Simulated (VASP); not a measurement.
A run of VASP 6.6.1 is set up as follows.

POSCAR

```
TiPbS3
1.0
    4.7576229679      0.0000000000      0.0000000000
    0.0000000000      4.7576229679      0.0000000000
    0.0000000000      0.0000000000      4.7576229679
Pb Ti S
1 1 3
Direct
    0.0000000000      0.0000000000      0.0000000000
    0.5000000000      0.5000000000      0.5000000000
    0.5000000000      0.5000000000      0.0000000000
    0.5000000000      0.0000000000      0.5000000000
    0.0000000000      0.5000000000      0.5000000000
```

INCAR.step1

```
PREC = Accurate
ENCUT = 520
EDIFF = 1E-5
ISMEAR = -1
SIGMA = 0.02
LREAL = F
LASPH = T
NELM = 80
ALGO = Normal
ISIF = 2
LWAVE = T
LCHARG = F
NBANDS = 30
GGA = PE
KPAR = 2
```

INCAR.step2

```
PREC = Accurate
ENCUT = 520
EDIFF = 1E-6
ISMEAR = -1
SIGMA = 0.02
LREAL = F
LASPH = T
NELM = 80
ALGO = Normal
ISIF = 2
LWAVE = F
LCHARG = F
GGA = PE
LHFCALC = T
HFSCREEN = 0.2079
PRECFOCK = Fast
NBANDS = 30
ISTART = 1
KPAR = 2
```

The input KPOINTS:

```
regular mesh
0
Gamma
  4 4 4
```

Potentials or basis: VASP PAW PBE potentials, release 64 (Pb_d, Ti_sv, S).

Launch:

```console
$ cat potpaw_PBE.64/Pb_d/POTCAR potpaw_PBE.64/Ti_sv/POTCAR potpaw_PBE.64/S/POTCAR > POTCAR
$ cp INCAR.step1 INCAR
$ mpirun -np 2 vasp_std > vasp.out
$ cp INCAR.step2 INCAR
$ mpirun -np 2 vasp_std > vasp.out
```

Task: What does it give for the band gap on the k mesh?

Result: 0.22 eV (least direct gap 1.21 eV).

Task: Estimate the pressure.

Result: -1.0 GPa.

Caveat: the PAW data sets were made with another functional, which shifts forces and pressure a little; spin-orbit coupling is left out, which moves the levels of the heavy elements. A k mesh can miss the band edges.
